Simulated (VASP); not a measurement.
Write the native input for VASP 6.6.1 that does the following.

```yaml
Task: single point
Functional: PBE-based screened hybrid with 10 % exact exchange
Potentials_or_basis: VASP PAW PBE potentials, release 64 (Ga_d, As)
Cutoff: 520 eV
k_mesh: 6 × 6 × 2
Occupations: fermi-dirac, width 0.02 eV
Spin: no spin polarisation
Dipole_correction: no
Grid_for_exact_exchange_PRECFOCK: Normal
Share_of_exact_exchange: 0.1
Further_INCAR_settings: ALGO = Normal; EDIFF = 1e-07; NBANDS = 26
Screening_parameter: 0.5 1/Å
```

GaAs:

```
CELL_PARAMETERS angstrom
4.24976 0.00000 0.00000
-2.12488 3.68040 0.00000
0.00000 0.00000 5.77324
ATOMIC_POSITIONS crystal
Ga 0.33333 0.66667 0.25000
Ga 0.66667 0.33333 0.75000
As 0.66667 0.33333 0.25000
As 0.33333 0.66667 0.75000
```

One way to write it, as run:

POSCAR

```
GaAs
1.0
    4.2497555350      0.0000000000      0.0000000000
   -2.1248777675      3.6803962531      0.0000000000
    0.0000000000      0.0000000000      5.7732406470
Ga As
2 2
Direct
    0.3333333333      0.6666666667      0.2500000000
    0.6666666667      0.3333333333      0.7500000000
    0.6666666667      0.3333333333      0.2500000000
    0.3333333333      0.6666666667      0.7500000000
```

INCAR.step1

```
ALGO = Normal
EDIFF = 1E-5
ENCUT = 520
GGA = PE
ISIF = 2
ISMEAR = -1
KPAR = 4
LASPH = True
LCHARG = False
LREAL = False
LWAVE = True
NBANDS = 26
NELM = 60
PREC = Accurate
SIGMA = 0.02
```

INCAR.step2

```
AEXX = 0.1
ALGO = Normal
EDIFF = 1E-7
ENCUT = 520
GGA = PE
HFSCREEN = 0.5
ISIF = 2
ISMEAR = -1
ISTART = 1
KPAR = 4
LASPH = True
LCHARG = False
LHFCALC = True
LREAL = False
LWAVE = False
NBANDS = 26
NELM = 60
PREC = Accurate
PRECFOCK = Normal
SIGMA = 0.02
```

KPOINTS

```
k-points
0
Gamma
  6 6 2
```

Potentials or basis: VASP PAW PBE potentials, release 64 (Ga_d, As).

The run is started by

```console
$ cat potpaw_PBE.64/Ga_d/POTCAR potpaw_PBE.64/As/POTCAR > POTCAR
$ cp INCAR.step1 INCAR
$ mpirun -np 4 vasp_std > vasp.out
$ cp INCAR.step2 INCAR
$ mpirun -np 4 vasp_std > vasp.out
```

Results of the run:

```
Pressure               : 2.3 GPa
Band gap on the k mesh : zero (bands 18 and 19 overlap by 0.50 eV)
```

Caveat: the k points lie up to 0.54 Å⁻¹ apart; the PAW data sets were made with another functional, which shifts forces and pressure a little.

Wall time 47 min on 4 MPI ranks on AMD EPYC 7R43 64-Core Processor (Zen 3), with other jobs on the host, peak memory 0.32 GiB a rank.
